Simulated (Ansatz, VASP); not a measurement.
**One calculation of Al3GaN4, two programs**

Contents of INCAR:

```
ALGO     = Normal         # electronic algorithm
EDIFF    = 1E-6           # SCF threshold, eV
ENCUT    = 520            # plane-wave cutoff, eV
GGA      = PS             # functional
ISIF     = 2              # what is computed and relaxed
ISMEAR   = 0              # smearing method
LASPH    = True           # aspherical terms in the spheres
LCHARG   = False          # write CHGCAR
LREAL    = False          # projectors in reciprocal space
LWAVE    = False          # write WAVECAR
NBANDS   = 31             # bands
NELM     = 80             # most SCF steps
PREC     = Accurate       # precision mode
SIGMA    = 0.05           # smearing width, eV
```

Contents of KPOINTS:

```
k-points
0
Gamma
  6 6 6
```

Contents of POSCAR:

```
Al3GaN4
1.0
    4.7253283683      0.0000000000      0.0000000000
    0.0000000000      4.7253283683      0.0000000000
    0.0000000000      0.0000000000      4.4470065274
Al Ga N
3 1 4
Direct
    0.5000000000      0.5000000000      0.0000000000
    0.5000000000      0.0000000000      0.5000000000
    0.0000000000      0.5000000000      0.5000000000
    0.0000000000      0.0000000000      0.0000000000
    0.7447140287      0.7447140287      0.2552859713
    0.7447140287      0.2552859713      0.7447140287
    0.2552859713      0.7447140287      0.7447140287
    0.2552859713      0.2552859713      0.2552859713
```

Input for Ansatz:

```yaml
crystal:
  lattice:
    - [4.7253283683, 0.0, 0.0]
    - [0.0, 4.7253283683, 0.0]
    - [0.0, 0.0, 4.4470065274]
  atoms:
    - { symbol: Al, position: [0.5, 0.5, 0.0] }
    - { symbol: Al, position: [0.5, 0.0, 0.5] }
    - { symbol: Al, position: [0.0, 0.5, 0.5] }
    - { symbol: Ga, position: [0.0, 0.0, 0.0] }
    - { symbol: "N", position: [0.7447140287, 0.7447140287, 0.2552859713] }
    - { symbol: "N", position: [0.7447140287, 0.2552859713, 0.7447140287] }
    - { symbol: "N", position: [0.2552859713, 0.7447140287, 0.7447140287] }
    - { symbol: "N", position: [0.2552859713, 0.2552859713, 0.2552859713] }
basis:
  ecutwfc: 520.0
kpoints:
  mp_grid: { grid: [6, 6, 6] }
hamiltonian:
  xc: pbesol
scf:
  occupations: { method: gaussian, width: 0.05 }
output:
  forces: true
  stress: true
  eigenvalues: true
```

Alike in both runs: task single point; functional PBEsol; k mesh 6 × 6 × 6; occupations gaussian, width 0.05 eV; no spin polarisation.

|  | VASP | Ansatz |
| --- | --- | --- |
| version | VASP 6.6.1 | Ansatz 0.2.0 |
| potentials or method | VASP PAW PBE potentials, release 64 (Al, Ga_d, N), cutoff 520 eV | scalar-relativistic, plane waves, PAW |
| valence electrons in the cell | 42 | 42 |

Ansatz gave:

* gap on the k mesh at the Fermi level (eV): 2.11
* least direct gap on the mesh (eV): 2.11
* pressure (GPa): -21.9
* traceless stress, the component that is largest in VASP (GPa): 4.78
* rms of the force components (eV/Å): 0.019

Task: Estimate VASP's values.

Result: gap on the k mesh at the Fermi level (eV): 2.12; least direct gap on the mesh (eV): 2.12; pressure (GPa): -22.0; traceless stress, the component that is largest in VASP (GPa): 4.79; rms of the force components (eV/Å): 0.020.

VASP's potentials were made for PBE, not for PBEsol. Atom by atom the forces differ by 0.002 eV/Å (rms over components).
